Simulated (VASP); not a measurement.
# BaTiO3 (Amm2) in VASP: notebook

The runs below take BaTiO3 through single point, with PBE+U.

Everything below comes from runs of VASP 6.6.1. Logs are shortened: lines on timing, memory, paths and dates and some standing lists are left out, and cuts for length are marked.

## Step 1: The cell of the first run

The structure is orthorhombic, space group Amm2 (No. 38). The conventional cell has a = 4.108 Å, b = 5.890 Å, c = 6.060 Å, α = 90.00°, β = 90.00°, γ = 90.00°. Within 3.8 Å of Ba (site symmetry mm2) lie 12 O at 2.90 to 3.13 Å and 8 Ti at 3.59 to 3.72 Å. Within 2.6 Å of Ti (site symmetry mm2) lie 6 O at 1.96 to 2.27 Å. O (site symmetry mm2) has 2 Ti at 2.06 Å within 2.7 Å. O (site symmetry m) has 2 Ti at 1.96 to 2.27 Å within 2.6 Å.

## Step 2: Single point, PBE+U (strain +0.025 along x and y, +0.050 along z)

The input, INCAR:

```
ALGO = Normal ; EDIFF = 1E-6
ENCUT = 520 ; GGA = PE
ISIF = 2 ; ISMEAR = 0
LASPH = True ; LCHARG = False
LDAU = True ; LDAUJ = 0 0 0
LDAUL = -1 2 -1 ; LDAUPRINT = 1
LDAUTYPE = 2 ; LDAUU = 0 4 0
LMAXMIX = 4 ; LREAL = False
LWAVE = False ; NBANDS = 28
NELM = 150 ; PREC = Accurate
SIGMA = 0.05
```

The input, KPOINTS:

```
k-points
0
Gamma
  6 6 6
```

The input, POSCAR:

```
BaTiO3
1.0
    4.1084248982      0.0000000000      0.0000000000
    0.0000000000      2.9451135203      3.0302143625
    0.0000000000     -2.9451135203      3.0302143625
Ba Ti O
1 1 3
Direct
    0.0000000000      0.0080771898      0.0080771898
    0.5000000000      0.5197092923      0.5197092923
    0.0000000000      0.4916268263      0.4916268263
    0.5000000000      0.4938075436      0.9829991481
    0.5000000000      0.9829991481      0.4938075436
```

Potentials or basis: VASP PAW PBE potentials, release 64 (Ba_sv, Ti_sv, O).

The run is started by

```sh
$ cat potpaw_PBE.64/Ba_sv/POTCAR potpaw_PBE.64/Ti_sv/POTCAR potpaw_PBE.64/O/POTCAR > POTCAR
$ mpirun -np 1 vasp_std > vasp.out
```

OUTCAR:

```text
EDIFF = 1E-6
   ENCUT = 520
   GGA = PE
   ISIF = 2
   ISMEAR = 0
   LASPH = True
   LREAL = False
   NELM = 150
   PREC = Accurate

 ion  position               nearest neighbor table
   1  0.000  0.008  0.008-   4 2.90   5 2.90   4 2.90   5 2.90   3 2.93   3 2.95   3 2.95   5 2.99
                             4 2.99   5 2.99   4 2.99   3 3.13   2 3.59   2 3.59   2 3.59   2 3.59
   2  0.500  0.520  0.520-   4 1.96   5 1.96   3 2.06   3 2.06   5 2.27   4 2.27   1 3.59   1 3.59
                             1 3.59   1 3.59   1 3.60   1 3.60   1 3.72   1 3.72
   3  0.000  0.492  0.492-   2 2.06   2 2.06   1 2.93   1 2.95   1 2.95   1 3.13
   4  0.500  0.494  0.983-   2 1.96   2 2.27   1 2.90   1 2.90   1 2.99   1 2.99
   5  0.500  0.983  0.494-   2 1.96   2 2.27   1 2.90   1 2.90   1 2.99   1 2.99

  LATTYP: Found a base centered orthorhombic cell.
 ALAT       =     5.8902270406
 B/A-ratio  =     1.0288956068
 C/A-ratio  =     0.6974985633

  Lattice vectors:

 A1 = (   0.0000000000,   2.9451135203,  -3.0302143625)
 A2 = (   0.0000000000,   2.9451135203,   3.0302143625)
 A3 = (   4.1084248982,   0.0000000000,   0.0000000000)

Analysis of symmetry for initial positions (statically):
=====================================================================
 Subroutine PRICEL returns:
 Original cell was already a primitive cell.

 Routine SETGRP: Setting up the symmetry group for a
 base centered orthorhombic supercell.

 Subroutine GETGRP returns: Found  4 space group operations
 (whereof  4 operations were pure point group operations)
 out of a pool of  8 trial point group operations.

The static configuration has the point symmetry C_2v.

Analysis of symmetry for dynamics (positions and initial velocities):
=====================================================================
 Subroutine PRICEL returns:
 Original cell was already a primitive cell.

 Routine SETGRP: Setting up the symmetry group for a
 base centered orthorhombic supercell.

 Subroutine GETGRP returns: Found  4 space group operations
 (whereof  4 operations were pure point group operations)
 out of a pool of  8 trial point group operations.

The dynamic configuration has the point symmetry C_2v.

 Subroutine INISYM returns: Found  4 space group operations
 (whereof  4 operations are pure point group operations),
 and found     1 'primitive' translations

----------------------------------------------------------------------------------------

                                     Primitive cell

  volume of cell :      73.3298

  direct lattice vectors                    reciprocal lattice vectors
     4.108424898  0.000000000  0.000000000     0.243402283  0.000000000  0.000000000
     0.000000000  2.945113520  3.030214363     0.000000000  0.169772743  0.165004828
     0.000000000 -2.945113520  3.030214363     0.000000000 -0.169772743  0.165004828

  length of vectors
     4.108424898  4.225623354  4.225623354     0.243402283  0.236747497  0.236747497

  position of ions in fractional coordinates (direct lattice)
     0.000000000  0.008077190  0.008077190
     0.500000000  0.519709292  0.519709292
     0.000000000  0.491626826  0.491626826
     0.500000000  0.493807544  0.982999148
     0.500000000  0.982999148  0.493807544

  ion indices of the primitive-cell ions
   primitive index   ion index
                 1           1
                 2           2
                 3           3
                 4           4
                 5           5

----------------------------------------------------------------------------------------

 KPOINTS: k-points

Automatic generation of k-mesh.
 Grid dimensions read from file:
[... 56 lines left out ...]
   PREC   = accura    normal or accurate (medium, high low for compatibility)
   ISTART =      0    job   : 0-new  1-cont  2-samecut
   ICHARG =      2    charge: 1-file 2-atom 10-const
   ISPIN  =      1    spin polarized calculation?
   LNONCOLLINEAR =      F non collinear calculations
   LSORBIT =      F    spin-orbit coupling
   LASPH  =      T    aspherical Exc in radial PAW
   ENCUT  =  520.0 eV  38.22 Ry    6.18 a.u.   7.64  7.86  7.86*2*pi/ulx,y,z
   NELM   =    150;   NELMIN=  2; NELMDL= -5     # of ELM steps
   EDIFF  = 0.1E-05   stopping-criterion for ELM
   LREAL  =      F    real-space projection
   EDIFFG = 0.1E-04   stopping-criterion for IOM
   NSW    =      0    number of steps for IOM
   IBRION =     -1    ionic relax: 0-MD 1-quasi-New 2-CG
   NFREE  =      0    steps in history (QN), initial steepest desc. (CG)
   ISIF   =      2    stress and relaxation
   ISYM   =      2    0-nonsym 1-usesym 2-fastsym
   POTIM  = 0.5000    time-step for ionic-motion
   TEBEG  =    0.0;   TEEND  =   0.0 temperature during run
   PSTRESS=    0.0 pullay stress
   NELECT =      40.0000    total number of electrons
   NUPDOWN=      -1.0000    fix difference up-down
   EMIN   =  10.00;   EMAX   =-10.00  energy-range for DOS
   EFERMI =   0.00;   METHOD = LEGACY
   ISMEAR =     0;   SIGMA  =   0.05  broadening in eV -4-tet -1-fermi 0-gaus
   EFERMI_NEDOS =   21; number of points for ismear=-14 and -15
   IALGO  =     38    algorithm
   IMIX   =      4    mixing-type and parameters
     AMIX     =   0.40;   BMIX     =  1.00
     AMIX_MAG =   1.60;   BMIX_MAG =  1.00
  volume/ion in A,a.u.               =      14.67        98.97
  Fermi-wavevector in a.u.,A,eV,Ry     =   1.337626  2.527746 24.344120  1.789242
  Thomas-Fermi vector in A             =   2.466160
   LORBIT       =      0    0 simple, 1 ext, 2 COOP (PROOUT), +10 PAW based schemes
 LDA+U is selected, type is set to LDAUTYPE =  2
   angular momentum for each species LDAUL =    -1    2   -1
   U (eV)           for each species LDAUU =   0.0  4.0  0.0
   J (eV)           for each species LDAUJ =   0.0  0.0  0.0
   GGA     = PE    functional components
   LHFCALC =     F    Hartree Fock is set to
   AEXX    =    0.0000 exact exchange contribution
   IVDW    =     0    specifies the selected vdW correction
   LEPSILON=     F    determine dielectric tensor
   LRPA    =     F    only Hartree local field effects (RPA)
 non-spin polarized calculation
 Gauss-broadening in eV      SIGMA  =   0.05
  energy-cutoff  :      520.00
  volume of cell :       73.33
 maximum number of plane-waves:      1995
 NGX is ok and might be reduce to    32
   NGX = 15   NGY = 15   NGZ = 15

atom =   2  type =  2  l = 2

 onsite density matrix

spin component  1

  0.1055  0.0000  0.0000  0.0000  0.0000
  0.0000  0.2234  0.0000  0.0000  0.0000
  0.0000  0.0000  0.1300  0.0000 -0.0464
  0.0000  0.0000  0.0000  0.1036  0.0000
  0.0000  0.0000 -0.0464  0.0000  0.1968

spin component  2

  0.1055  0.0000  0.0000  0.0000  0.0000
  0.0000  0.2234  0.0000  0.0000  0.0000
  0.0000  0.0000  0.1300  0.0000 -0.0464
  0.0000  0.0000  0.0000  0.1036  0.0000
  0.0000  0.0000 -0.0464  0.0000  0.1968

 occupancies and eigenvectors

  o =  0.1036  v =  0.0000  0.0000  0.0000  1.0000  0.0000  0.0000  0.0000  0.0000  0.0000  0.0000      0.0000  0.0000  0.0000  0.0000  0.0000  0.0000  0.0000  0.0000  0.0000  0.0000
  o =  0.1036  v =  0.0000  0.0000  0.0000  0.0000  0.0000  0.0000  0.0000  0.0000  1.0000  0.0000      0.0000  0.0000  0.0000  0.0000  0.0000  0.0000  0.0000  0.0000  0.0000  0.0000
  o =  0.1055  v =  1.0000  0.0000  0.0000  0.0000  0.0000  0.0000  0.0000  0.0000  0.0000  0.0000      0.0000  0.0000  0.0000  0.0000  0.0000  0.0000  0.0000  0.0000  0.0000  0.0000
  o =  0.1055  v =  0.0000  0.0000  0.0000  0.0000  0.0000  1.0000  0.0000  0.0000  0.0000  0.0000      0.0000  0.0000  0.0000  0.0000  0.0000  0.0000  0.0000  0.0000  0.0000  0.0000
  o =  0.1062  v =  0.0000  0.0000 -0.8898  0.0000 -0.4564  0.0000  0.0000  0.0000  0.0000  0.0000      0.0000  0.0000  0.0000  0.0000  0.0000  0.0000  0.0000  0.0000  0.0000  0.0000
  o =  0.1062  v =  0.0000  0.0000  0.0000  0.0000  0.0000  0.0000  0.0000 -0.8898  0.0000 -0.4564      0.0000  0.0000  0.0000  0.0000  0.0000  0.0000  0.0000  0.0000  0.0000  0.0000
  o =  0.2206  v =  0.0000  0.0000  0.0000  0.0000  0.0000  0.0000  0.0000 -0.4564 -0.0000  0.8898      0.0000  0.0000  0.0000  0.0000  0.0000  0.0000  0.0000  0.0000  0.0000  0.0000
  o =  0.2206  v =  0.0000  0.0000 -0.4564 -0.0000  0.8898  0.0000  0.0000  0.0000  0.0000  0.0000      0.0000  0.0000  0.0000  0.0000  0.0000  0.0000  0.0000  0.0000  0.0000  0.0000
  o =  0.2234  v =  0.0000  0.0000  0.0000  0.0000  0.0000  0.0000  1.0000  0.0000  0.0000  0.0000      0.0000  0.0000  0.0000  0.0000  0.0000  0.0000  0.0000  0.0000  0.0000  0.0000
  o =  0.2234  v =  0.0000  1.0000  0.0000  0.0000  0.0000  0.0000  0.0000  0.0000  0.0000  0.0000      0.0000  0.0000  0.0000  0.0000  0.0000  0.0000  0.0000  0.0000  0.0000  0.0000

 number of electron      40.0000015 magnetization

 Free energy of the ion-electron system (eV)
  ---------------------------------------------------
  ext. energy  EPLUGINS =         0.00000000
  ---------------------------------------------------
  free energy    TOTEN  =       -37.13828063 eV

  energy without entropy =      -37.13828063  energy(sigma->0) =      -37.13828063

 E-fermi :   3.3005     XC(G=0): -10.5614

 val. band max:        2.9984670443   @ k =   0.5000   0.5000   0.5000
 cond. band min:       5.1995910482   @ k =   0.0000   0.0000   0.0000
 fundamental gap:      2.2011240039
 Fermi energy:         3.3005411367

 k-point     1 :       0.0000    0.0000    0.0000
  band No.  band energies     occupation
      1     -55.0983      2.00000
      2     -31.2387      2.00000
      3     -31.2383      2.00000
      4     -31.2048      2.00000
      5     -22.2257      2.00000
      6     -13.6298      2.00000
[... 733 lines left out ...]
     27      10.5083      0.00000
     28      10.7782      0.00000

 [... further k-points ...]

------------------------ aborting loop because EDIFF is reached ----------------------------------------

  FORCE on cell =-STRESS in cart. coord.  units (eV):
  Direction    XX          YY          ZZ          XY          YZ          ZX
  --------------------------------------------------------------------------------------
  -------------------------------------------------------------------------------------
  Total       -4.1866375     -3.7264606     -5.5808504      0.0000000      0.0000000      0.0000000
  in kB      -91.4734809    -81.4191137   -121.9355171      0.0000000      0.0000000      0.0000000
  external PRESSURE =     -98.2760373 kB  Pullay stress =       0.0000000 kB

 VOLUME and BASIS-vectors are now :
 -----------------------------------------------------------------------------
  energy-cutoff  :      520.00
  volume of cell :       73.33
      direct lattice vectors                 reciprocal lattice vectors
     4.108424898  0.000000000  0.000000000     0.243402283  0.000000000  0.000000000
     0.000000000  2.945113520  3.030214363     0.000000000  0.169772743  0.165004828
     0.000000000 -2.945113520  3.030214363     0.000000000 -0.169772743  0.165004828

 POSITION                                       TOTAL-FORCE (eV/Angst)
 -----------------------------------------------------------------------------------
      0.00000      0.00000      0.04895         0.000000      0.000000      0.054942
      2.05421      0.00000      3.14966         0.000000      0.000000      0.443888
      0.00000      0.00000      2.97947         0.000000      0.000000      0.021447
      2.05421     -1.44072      4.47504         0.000000      0.258184     -0.260139
      2.05421      1.44072      4.47504         0.000000     -0.258184     -0.260139
 -----------------------------------------------------------------------------------
    total drift:                                0.000000      0.000000      0.000200

  FREE ENERGIE OF THE ION-ELECTRON SYSTEM (eV)
  ---------------------------------------------------
  free  energy   TOTEN  =       -37.1382806256 eV

  energy  without entropy=      -37.1382806256  energy(sigma->0) =      -37.13828063
```

Wall time 59 s (1 thread of Intel Xeon 6975P-C, shared host); peak memory 0.25 GiB.

Results:

```yaml
Free_energy: -37.1383 eV
Pressure: -9.8 GPa
Largest_force: 0.444 eV/Å
Band_gap_on_the_k_mesh: 2.20 eV, indirect (least direct gap 2.65 eV)
```

Forces in eV/Å, atoms in the order of the input:
```
Ba   0.000  0.000  0.055
Ti   0.000  0.000  0.444
O    0.000  0.000  0.021
O    0.000  0.258 -0.260
O    0.000 -0.258 -0.260
```

Eigenvalues of the final occupation matrices:
```csv
site,spin,trace,eigenvalues
site 2 d,1,0.76,0.10 0.11 0.11 0.22 0.22
site 2 d,2,0.76,0.10 0.11 0.11 0.22 0.22
```

Caveat: the cell differs from its parent crystal (strain +0.025 along x and y, +0.050 along z); spin-orbit coupling is left out, which moves the levels of the heavy elements. A k mesh can miss the band edges.

## Step 3: Single point, PBE+U (strain +0.050 along x and y, +0.025 along z)

The input, INCAR:

```
SYSTEM = BaTiO3
PREC = Accurate
ENCUT = 520
EDIFF = 1E-6
ISMEAR = 0
SIGMA = 0.05
LREAL = .False.
LASPH = .True.
NELM = 150
ALGO = Normal
ISIF = 2
LWAVE = .False.
LCHARG = .False.
LMAXMIX = 4
LDAU = .True.
LDAUTYPE = 2
LDAUL = -1 2 -1
LDAUU = 0 4 0
LDAUJ = 0 0 0
LDAUPRINT = 1
GGA = PE
NBANDS = 28
```

The input, KPOINTS:

```
Automatic mesh
0
Gamma
  6 6 6
  0 0 0
```

Changes to POSCAR since step 2:

```diff
@@ -2,5 +2,5 @@
 1.0
-    4.1084248982      0.0000000000      0.0000000000
-    0.0000000000      2.9451135203      3.0302143625
-    0.0000000000     -2.9451135203      3.0302143625
+    4.2086303835      0.0000000000      0.0000000000
+    0.0000000000      3.0169455574      2.9580664015
+    0.0000000000     -3.0169455574      2.9580664015
 Ba Ti O
```

Potentials or basis: VASP PAW PBE potentials, release 64 (Ba_sv, Ti_sv, O).

The run is started by

```sh
$ cat potpaw_PBE.64/Ba_sv/POTCAR potpaw_PBE.64/Ti_sv/POTCAR potpaw_PBE.64/O/POTCAR > POTCAR
$ mpirun -np 1 vasp_std > vasp.out
```

It took 70 s on 1 thread of Intel Xeon 6975P-C, shared host; peak memory 0.25 GiB.

The run converged. Its results:

- Free energy: -37.0077 eV
- Pressure: -12.4 GPa
- Largest force: 0.437 eV/Å
- Band gap on the k mesh: 2.18 eV, indirect (least direct gap 2.66 eV)

Forces in eV/Å, atoms in the order of the input:
```
Ba   0.000  0.000  0.041
Ti   0.000  0.000  0.369
O    0.000  0.000  0.099
O    0.000  0.355 -0.255
O    0.000 -0.355 -0.255
```

Stress tensor (GPa, compression positive):
```
-13.49   0.00   0.00
  0.00 -14.29   0.00
  0.00   0.00  -9.56
```

Levels at points of the mesh, in eV from the valence-band top:
| k point | band 16 | band 17 | band 18 | band 19 | band 20 | band 21 | band 22 | band 23 | band 24 | band 25 |
| --- | --- | --- | --- | --- | --- | --- | --- | --- | --- | --- |
| (0.00, 0.00, 0.00) | -1.05 | -0.99 | -0.51 | -0.50 | -0.48 | 2.18 | 2.19 | 2.31 | 3.29 | 3.36 |
| (0.50, 0.00, 0.00) | -1.75 | -1.40 | -1.34 | -1.09 | -0.97 | 2.41 | 3.22 | 3.32 | 3.37 | 4.57 |
| (0.00, 0.50, 0.00) | -1.64 | -1.59 | -1.51 | -0.89 | -0.80 | 2.29 | 3.25 | 3.33 | 3.37 | 4.68 |
| (0.50, 0.50, 0.00) | -2.12 | -1.88 | -1.01 | -0.98 | -0.09 | 3.31 | 3.34 | 3.67 | 3.73 | 6.17 |
| (0.00, 0.50, 0.50) | -2.21 | -1.79 | -0.90 | -0.89 | -0.18 | 3.33 | 3.37 | 3.63 | 3.82 | 6.16 |
| (0.50, 0.50, 0.50) | -2.36 | -2.25 | -0.12 | -0.05 | 0.00 | 3.72 | 3.78 | 3.86 | 5.70 | 5.72 |

Eigenvalues of the final occupation matrices:
```csv
site,spin,trace,eigenvalues
site 2 d,1,0.75,0.10 0.10 0.11 0.21 0.22
site 2 d,2,0.75,0.10 0.10 0.11 0.21 0.22
```

Caveat: the cell differs from its parent crystal (strain +0.050 along x and y, +0.025 along z); spin-orbit coupling is left out, which moves the levels of the heavy elements. A k mesh can miss the band edges.
